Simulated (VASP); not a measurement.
H6C: single point with PBE

H6C:

```
H C
1.0
     6.06594    0.00000    0.00000
     0.00000    6.06594    0.00000
     0.00000    0.00000    6.06594
H C
18 3
Direct
  0.99683 0.06043 0.07326
  0.93174 0.01343 0.17544
  0.27011 0.49374 0.09780
  0.31944 0.51893 0.99358
  0.84135 0.51738 0.72020
  0.91079 0.45803 0.63835
  0.28141 0.95970 0.99725
  0.48174 0.17024 0.98612
  0.57333 0.88725 0.99590
  0.43438 0.02319 0.23485
  0.50429 0.36934 0.54372
  0.35772 0.63588 0.49470
  0.26725 0.43631 0.71346
  0.24450 0.36799 0.41370
  0.94424 0.81742 0.55596
  0.91188 0.11576 0.48960
  0.85327 0.01828 0.74851
  0.68458 0.93943 0.53223
  0.44285 0.00265 0.05664
  0.34285 0.45962 0.54415
  0.85538 0.97400 0.57330
```

| Property | Result |
| --- | --- |
| Program | VASP 6.6.1 |
| Task | single point |
| Functional | PBE |
| Potentials or basis | VASP PAW PBE potentials, release 64 (H, C) |
| Cutoff | 520 eV |
| k mesh | 1 × 1 × 1 |
| Occupations | fermi-dirac, width 0.02 eV |
| Spin | no spin polarisation |
| Dipole correction | no |
| Further INCAR settings | LREAL = Auto; ALGO = Normal; EDIFF = 1e-07; NBANDS = 31 |

```
Pressure               : -0.4 GPa
Largest force          : 1.877 eV/Å
Band gap on the k mesh : 8.35 eV
```

Forces in eV/Å, atoms in the order of the input:
```
H   -0.582 -0.395  0.561
H    0.278  0.310 -0.774
H   -0.550 -0.348  1.517
H    0.686  0.341 -1.397
H   -0.287  0.129  0.132
H    0.188 -0.255 -0.293
H   -0.550 -0.421 -0.322
H   -0.159 -0.729  0.306
H   -0.561  0.270  0.520
H    0.247 -0.305  0.146
H   -0.327  0.734  0.111
H    0.043 -0.671  0.354
H    0.261  0.281 -1.026
H    0.173  0.629  0.821
H    0.368  0.398 -0.242
H    0.752  0.835 -0.907
H    0.203 -0.022  0.400
H   -0.360  0.066 -0.255
C    1.148  1.134 -0.597
C   -0.131 -0.863 -0.306
C   -0.840 -1.120  1.250
```

Stress tensor (GPa, compression positive):
```
 0.51  0.48  0.05
 0.48 -1.18 -0.32
 0.05 -0.32 -0.54
```

Levels at points of the mesh, in eV from the valence-band top:
| k point | band 11 | band 12 | band 13 | band 14 | band 15 | band 16 | band 17 | band 18 | band 19 | band 20 |
| --- | --- | --- | --- | --- | --- | --- | --- | --- | --- | --- |
| (0.00, 0.00, 0.00) | -0.55 | -0.35 | -0.21 | -0.09 | 0.00 | 8.35 | 9.53 | 9.84 | 10.18 | 10.35 |

Wall time 16 s on 1 thread of Intel(R) Xeon(R) 6975P-C (Granite Rapids), with other jobs on the host, peak memory 0.29 GiB.

Caveat: the k points lie up to 1.04 Å⁻¹ apart.
